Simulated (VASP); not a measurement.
# Zr2HS4 in VASP: further runs

The runs below take Zr2HS4 through single point, with PBE+D3(BJ).

Program: VASP 6.6.1. These are calculated values, not measurements. Logs are shortened: lines on timing, memory, paths and dates and some standing lists are left out, and cuts for length are marked.

## 1. The cell of the first run

The cell holds a slab with vacuum, 14 atoms: a = 7.298 Å, b = 7.298 Å, c = 20.917 Å, α = 90.00°, β = 90.00°, γ = 120.00°.

## 2. Single point, PBE+D3(BJ)

File INCAR:

```
ALGO = Normal ; DIPOL = 0.5 0.5 0.278
EDIFF = 1E-6 ; ENCUT = 400
GGA = PE ; GGA_COMPAT = F
IDIPOL = 3 ; ISIF = 2
ISMEAR = 0 ; IVDW = 12
LASPH = T ; LCHARG = F
LDIPOL = T ; LREAL = F
LWAVE = F ; NBANDS = 62
NELM = 120 ; NELMDL = -8
PREC = Accurate ; SIGMA = 0.05
```

File KPOINTS:

```
k-points
0
Gamma
  6 6 1
```

File POSCAR:

```
Zr2HS4
1.0
    7.2976778227      0.0000000000      0.0000000000
   -3.6488389114      6.3199743831      0.0000000000
    0.0000000000      0.0000000000     20.9171506047
S Zr H
8 4 2
Direct
    0.3333333333      0.1666666667      0.1912306354
    0.3333333333      0.6666666667      0.1912306354
    0.8333333333      0.1666666667      0.1912306354
    0.8333333333      0.6666666667      0.1912306354
    0.1666666667      0.3333333333      0.3306927762
    0.1666666667      0.8333333333      0.3306927762
    0.6666666667      0.3333333333      0.3306927762
    0.6666666667      0.8333333333      0.3306927762
    0.0000000000      0.0000000000      0.2609617058
    0.0000000000      0.5000000000      0.2609617058
    0.5000000000      0.0000000000      0.2609617058
    0.5000000000      0.5000000000      0.2609617058
    0.2601922141      0.7398077859      0.3828031244
    0.4064744526      0.5935255474      0.3828031244
```

Potentials or basis: VASP PAW PBE potentials, release 64 (S, Zr_sv, H).

Launch:

```console
> cat potpaw_PBE.64/S/POTCAR potpaw_PBE.64/Zr_sv/POTCAR potpaw_PBE.64/H/POTCAR > POTCAR
> mpirun -np 1 vasp_std > vasp.out
```

OUTCAR:

```text
EDIFF = 1E-6
   ENCUT = 400
   GGA = PE
   ISIF = 2
   ISMEAR = 0
   IVDW = 12
   LASPH = T
   LREAL = F
   NELM = 120
   NELMDL = -8
   PREC = Accurate
 IVDW          = 12

 ion  position               nearest neighbor table
   1  0.333  0.167  0.191-   9 2.56  12 2.56  11 2.56
   2  0.333  0.667  0.191-  10 2.56  11 2.56  12 2.56
   3  0.833  0.167  0.191-  11 2.56  10 2.56   9 2.56
   4  0.833  0.667  0.191-  12 2.56   9 2.56  10 2.56
   5  0.167  0.333  0.331-  12 2.56   9 2.56  10 2.56
   6  0.167  0.833  0.331-  13 1.61  11 2.56  10 2.56   9 2.56
   7  0.667  0.333  0.331-  10 2.56  11 2.56  12 2.56
   8  0.667  0.833  0.331-   9 2.56  12 2.56  11 2.56
   9  0.000  0.000  0.261-   1 2.56   8 2.56   5 2.56   4 2.56   6 2.56   3 2.56  12 3.65  12 3.65
                            11 3.65  11 3.65  10 3.65  10 3.65
  10  0.000  0.500  0.261-   2 2.56   7 2.56   6 2.56   3 2.56   4 2.56   5 2.56  11 3.65  11 3.65
                            12 3.65  12 3.65   9 3.65   9 3.65
  11  0.500  0.000  0.261-   3 2.56   6 2.56   2 2.56   7 2.56   1 2.56   8 2.56  10 3.65  10 3.65
                             9 3.65   9 3.65  12 3.65  12 3.65
  12  0.500  0.500  0.261-   4 2.56   5 2.56   1 2.56   8 2.56   7 2.56   2 2.56   9 3.65   9 3.65
                            10 3.65  10 3.65  11 3.65  11 3.65
  13  0.260  0.740  0.383-   6 1.61
  14  0.406  0.594  0.383-

  LATTYP: Found a hexagonal cell.
 ALAT       =     7.2976778227
 C/A-ratio  =     2.8662748771

  Lattice vectors:

 A1 = (   7.2976778227,   0.0000000000,   0.0000000000)
 A2 = (  -3.6488389114,   6.3199743831,   0.0000000000)
 A3 = (   0.0000000000,   0.0000000000,  20.9171506047)

Analysis of symmetry for initial positions (statically):
=====================================================================
 Subroutine PRICEL returns:
 Original cell was already a primitive cell.

 Routine SETGRP: Setting up the symmetry group for a
 hexagonal supercell.

 Subroutine GETGRP returns: Found  2 space group operations
 (whereof  2 operations were pure point group operations)
 out of a pool of 24 trial point group operations.

The static configuration has the point symmetry C_1h.

Analysis of symmetry for dynamics (positions and initial velocities):
=====================================================================
 Subroutine PRICEL returns:
 Original cell was already a primitive cell.

 Routine SETGRP: Setting up the symmetry group for a
 hexagonal supercell.

 Subroutine GETGRP returns: Found  2 space group operations
 (whereof  2 operations were pure point group operations)
 out of a pool of 24 trial point group operations.

The dynamic configuration has the point symmetry C_1h.

 Subroutine INISYM returns: Found  2 space group operations
 (whereof  2 operations are pure point group operations),
 and found     1 'primitive' translations

----------------------------------------------------------------------------------------

                                     Primitive cell

  volume of cell :     964.7228

  direct lattice vectors                    reciprocal lattice vectors
     7.297677823  0.000000000  0.000000000     0.137029891  0.079114245  0.000000000
    -3.648838911  6.319974383  0.000000000     0.000000000  0.158228489  0.000000000
     0.000000000  0.000000000 20.917150605     0.000000000  0.000000000  0.047807659

  length of vectors
     7.297677823  7.297677823 20.917150605     0.158228489  0.158228489  0.047807659

  position of ions in fractional coordinates (direct lattice)
     0.333333333  0.166666667  0.191230635
     0.333333333  0.666666667  0.191230635
     0.833333333  0.166666667  0.191230635
     0.833333333  0.666666667  0.191230635
     0.166666667  0.333333333  0.330692776
     0.166666667  0.833333333  0.330692776
     0.666666667  0.333333333  0.330692776
     0.666666667  0.833333333  0.330692776
     0.000000000  0.000000000  0.260961706
     0.000000000  0.500000000  0.260961706
     0.500000000  0.000000000  0.260961706
     0.500000000  0.500000000  0.260961706
     0.260192214  0.739807786  0.382803124
[... 36 lines left out ...]

  Shift w.r.t. Gamma in fractional coordinates (k-lattice)
     0.000000000  0.000000000  0.000000000

 Subroutine IBZKPT returns following result:
 ===========================================

 Found     13 irreducible k-points:

 Following reciprocal coordinates:
            Coordinates               Weight
  0.000000  0.000000  0.000000      1.000000
  0.166667  0.000000  0.000000      4.000000
 -0.166667  0.166667  0.000000      2.000000
  0.333333  0.000000  0.000000      4.000000
 -0.333333  0.333333  0.000000      2.000000
  0.500000  0.000000  0.000000      2.000000
  0.500000  0.500000  0.000000      1.000000
  0.166667  0.166667  0.000000      2.000000
 -0.166667  0.333333  0.000000      4.000000
  0.333333  0.166667  0.000000      4.000000
 -0.166667  0.500000  0.000000      4.000000
  0.500000  0.333333  0.000000      4.000000
  0.333333  0.333333  0.000000      2.000000
   k-points           NKPTS =     13   k-points in BZ     NKDIM =     13   number of bands    NBANDS=     62
   number of dos      NEDOS =    301   number of ions     NIONS =     14
   total plane-waves  NPLWV = 322560
   dimension x,y,z NGX =    48 NGY =   48 NGZ =  140
   dimension x,y,z NGXF=    96 NGYF=   96 NGZF=  280
   ions per type =               8   4   2
   NGX,Y,Z   is equivalent  to a cutoff of  10.93, 10.93, 11.13 a.u.
   NGXF,Y,Z  is equivalent  to a cutoff of  21.87, 21.87, 22.25 a.u.
 SYSTEM =  unknown system
   PREC   = accura    normal or accurate (medium, high low for compatibility)
   ISTART =      0    job   : 0-new  1-cont  2-samecut
   ICHARG =      2    charge: 1-file 2-atom 10-const
   ISPIN  =      1    spin polarized calculation?
   LNONCOLLINEAR =      F non collinear calculations
   LSORBIT =      F    spin-orbit coupling
   LASPH  =      T    aspherical Exc in radial PAW
   ENCUT  =  400.0 eV  29.40 Ry    5.42 a.u.  11.90 11.90 34.11*2*pi/ulx,y,z
   NELM   =    120;   NELMIN=  2; NELMDL= -8     # of ELM steps
   EDIFF  = 0.1E-05   stopping-criterion for ELM
   LREAL  =      F    real-space projection
   EDIFFG = 0.1E-04   stopping-criterion for IOM
   NSW    =      0    number of steps for IOM
   IBRION =     -1    ionic relax: 0-MD 1-quasi-New 2-CG
   NFREE  =      0    steps in history (QN), initial steepest desc. (CG)
   ISIF   =      2    stress and relaxation
   ISYM   =      2    0-nonsym 1-usesym 2-fastsym
   POTIM  = 0.5000    time-step for ionic-motion
   TEBEG  =    0.0;   TEEND  =   0.0 temperature during run
   PSTRESS=    0.0 pullay stress
   NELECT =      98.0000    total number of electrons
   NUPDOWN=      -1.0000    fix difference up-down
   EMIN   =  10.00;   EMAX   =-10.00  energy-range for DOS
   EFERMI =   0.00;   METHOD = LEGACY
   ISMEAR =     0;   SIGMA  =   0.05  broadening in eV -4-tet -1-fermi 0-gaus
   EFERMI_NEDOS =   21; number of points for ismear=-14 and -15
   IALGO  =     38    algorithm
   IMIX   =      4    mixing-type and parameters
     AMIX     =   0.40;   BMIX     =  1.00
     AMIX_MAG =   1.60;   BMIX_MAG =  1.00
  volume/ion in A,a.u.               =      68.91       465.02
  Fermi-wavevector in a.u.,A,eV,Ry     =   0.763864  1.443494  7.938838  0.583488
  Thomas-Fermi vector in A             =   1.863639
   LORBIT       =      0    0 simple, 1 ext, 2 COOP (PROOUT), +10 PAW based schemes
   GGA     = PE    functional components
   LHFCALC =     F    Hartree Fock is set to
   AEXX    =    0.0000 exact exchange contribution
   IVDW    =    12    specifies the selected vdW correction
   LEPSILON=     F    determine dielectric tensor
   LRPA    =     F    only Hartree local field effects (RPA)
 non-spin polarized calculation
 Gauss-broadening in eV      SIGMA  =   0.05
  energy-cutoff  :      400.00
  volume of cell :      964.72
 maximum number of plane-waves:     17598
   NGX = 23   NGY = 23   NGZ = 69

 number of electron      98.0000013 magnetization

 dipolmoment           0.000000      0.000000     -0.084801 electrons x Angstroem

 Free energy of the ion-electron system (eV)
  ---------------------------------------------------
  ext. energy  EPLUGINS =         0.00000000
  ---------------------------------------------------
  free energy    TOTEN  =       -89.11862568 eV

  energy without entropy =      -89.11835780  energy(sigma->0) =      -89.11849174

 E-fermi :  -2.1976     XC(G=0):  -3.2493

 val. band max:       -2.2772451703   @ k =   0.1667   0.1667   0.0000
 cond. band min:      -2.1198365992   @ k =   0.0000   0.0000   0.0000
 fundamental gap:      0.1574085712
 Fermi energy:        -2.1976393476

 k-point     1 :       0.0000    0.0000    0.0000
  band No.  band energies     occupation
      1     -52.0073      2.00000
      2     -51.9551      2.00000
      3     -51.8203      2.00000
      4     -51.8106      2.00000
      5     -30.1821      2.00000
      6     -30.1358      2.00000
[... 821 lines left out ...]
     60       0.3898      0.00000
     61       0.4341      0.00000
 [bands above 61 left out]

------------------------ aborting loop because EDIFF is reached ----------------------------------------

 vacuum level on the upper side and lower side of the slab       (xc-potential included)        -0.247         0.085

 Edisp (eV)   -3.14167

 E8    (eV) :    -1.3974

  FORCE on cell =-STRESS in cart. coord.  units (eV):
  Direction    XX          YY          ZZ          XY          YZ          ZX
  --------------------------------------------------------------------------------------
  -------------------------------------------------------------------------------------
  Total      -3.82320    -1.48240     2.14700     2.02719     0.49245    -0.85295
  in kB      -6.34943    -2.46192     3.56567     3.36668     0.81784    -1.41655
  external pressure =       -1.75 kB  Pullay stress =        0.00 kB

 VOLUME and BASIS-vectors are now :
 -----------------------------------------------------------------------------
  energy-cutoff  :      400.00
  volume of cell :      964.72
      direct lattice vectors                 reciprocal lattice vectors
     7.297677823  0.000000000  0.000000000     0.137029891  0.079114245  0.000000000
    -3.648838911  6.319974383  0.000000000     0.000000000  0.158228489  0.000000000
     0.000000000  0.000000000 20.917150605     0.000000000  0.000000000  0.047807659

 POSITION                                       TOTAL-FORCE (eV/Angst)
 -----------------------------------------------------------------------------------
      1.82442      1.05333      4.00000        -0.158231      0.117179      0.110617
     -0.00000      4.21332      4.00000        -0.035457      0.020471      0.077464
      5.47326      1.05333      4.00000         0.145270     -0.083871     -0.103312
      3.64884      4.21332      4.00000        -0.180595      0.078443      0.110617
      0.00000      2.10666      6.91715        -0.224874      0.418733      0.360855
     -1.82442      5.26665      6.91715         1.580079     -0.912259      1.659761
      3.64884      2.10666      6.91715        -0.018562      0.010717      0.237581
      1.82442      5.26665      6.91715        -0.475070     -0.014619      0.360855
      0.00000      0.00000      5.45858        -0.546016      0.315242     -0.541162
     -1.82442      3.15999      5.45858         0.131793     -0.546614     -0.627134
      3.64884      0.00000      5.45858         0.539278      0.159171     -0.627134
      1.82442      3.15999      5.45858         0.201454     -0.116310     -0.584570
     -0.80064      4.67557      8.00715        -0.122173      0.070537     -0.341087
      0.80064      3.75107      8.00715        -0.836896      0.483182     -0.093349
 -----------------------------------------------------------------------------------
    total drift:                               -0.000016      0.000010      0.000831

  FREE ENERGIE OF THE ION-ELECTRON SYSTEM (eV)
  ---------------------------------------------------
  free  energy   TOTEN  =       -92.2602964889 eV

  energy  without entropy=      -92.2600286081  energy(sigma->0) =      -92.26016255

 vacuum level on the upper side and lower side of the slab         2.895         3.237
```

Wall time 24 min (1 thread of Intel Xeon Platinum 8375C at 2.90GHz (Ice Lake), shared host); peak memory 0.91 GiB.

Results:

| Item | Value |
| --- | --- |
| Free energy | -92.2603 eV |
| Largest force | 2.467 eV/Å |
| Band gap on the k mesh | 0.16 eV (least direct gap 0.25 eV) |
| Dispersion energy per atom | -0.224 eV |

Forces on the atoms (eV/Å):
```
S   -0.158  0.117  0.111
S   -0.035  0.020  0.077
S    0.145 -0.084 -0.103
S   -0.181  0.078  0.111
S   -0.225  0.419  0.361
S    1.580 -0.912  1.660
S   -0.019  0.011  0.238
S   -0.475 -0.015  0.361
Zr  -0.546  0.315 -0.541
Zr   0.132 -0.547 -0.627
Zr   0.539  0.159 -0.627
Zr   0.201 -0.116 -0.585
H   -0.122  0.071 -0.341
H   -0.837  0.483 -0.093
```

(Continued in part 2 of 2.)
